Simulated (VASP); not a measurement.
**BN: single point with PBE+D3(BJ)**

BN:

```
B N
1.0
     2.50611    0.00000    0.00000
    -1.25306    2.17036    0.00000
     0.00000    0.00000    6.59240
B N
2 2
Direct
  0.94727 0.00981 0.50000
  0.39280 0.67013 0.00000
  0.05612 0.99733 0.00000
  0.60534 0.32576 0.50000
```

This cell differs from its parent crystal: atoms displaced along a vibrational mode.

- Program: VASP 6.6.1
- Task: single point
- Functional: PBE
- Dispersion: D3(BJ)
- Potentials or basis: VASP PAW PBE potentials, release 64 (B, N)
- Cutoff: 520 eV
- k mesh: 12 × 12 × 4
- Occupations: methfessel-paxton, width 0.05 eV
- Spin: no spin polarisation
- Dipole correction: no
- Further INCAR settings: ALGO = Normal; EDIFF = 1e-07; NBANDS = 16

The pressure is 0.4 GPa, the largest force is 1.473 eV/Å and the band gap on the k mesh is 3.87 eV (least direct gap 4.24 eV). The dispersion energy per atom is -0.142 eV.

Forces in eV/Å, atoms in the order of the input:
```
B    0.012 -1.463  0.000
B   -0.014 -0.535  0.000
N   -0.015  0.526  0.000
N    0.017  1.472  0.000
```

Stress tensor (GPa, compression positive):
```
 3.25  0.25  0.00
 0.25 -2.13  0.00
 0.00  0.00  0.06
```

Levels at points of the mesh, in eV from the valence-band top:
| k point | band 5 | band 6 | band 7 | band 8 | band 9 | band 10 | band 11 | band 12 |
| --- | --- | --- | --- | --- | --- | --- | --- | --- |
| (0.00, 0.00, 0.00) | -1.80 | -1.61 | -1.30 | -0.92 | 5.20 | 10.24 | 10.93 | 11.25 |
| (0.50, 0.00, 0.00) | -4.21 | -4.02 | -1.15 | -0.92 | 4.68 | 4.95 | 9.47 | 9.73 |
| (0.00, 0.50, 0.00) | -4.40 | -4.32 | -1.48 | -0.81 | 4.45 | 5.73 | 9.51 | 9.63 |
| (0.50, 0.50, 0.00) | -4.21 | -4.02 | -1.47 | -0.48 | 3.87 | 5.70 | 9.49 | 9.75 |
| (0.00, 0.00, 0.50) | -1.80 | -1.61 | -1.30 | -0.92 | 7.57 | 7.60 | 10.95 | 11.25 |
| (0.50, 0.00, 0.50) | -4.20 | -4.03 | -1.01 | -0.89 | 4.51 | 4.52 | 9.74 | 9.89 |
| (0.00, 0.50, 0.50) | -4.39 | -4.33 | -1.10 | -1.09 | 4.69 | 4.93 | 9.77 | 9.78 |
| (0.50, 0.50, 0.50) | -4.21 | -4.02 | -1.03 | -0.89 | 4.51 | 4.56 | 9.80 | 9.81 |

Run time: 54 s on 1 thread of Intel(R) Xeon(R) 6975P-C (Granite Rapids) (shared host), peak memory 0.24 GiB.

Caveat: the cell differs from its parent crystal (atoms displaced along a vibrational mode); forces of over 1 eV/Å act on the atoms, so gaps and moduli don't describe the material at rest. A k mesh can miss the band edges.
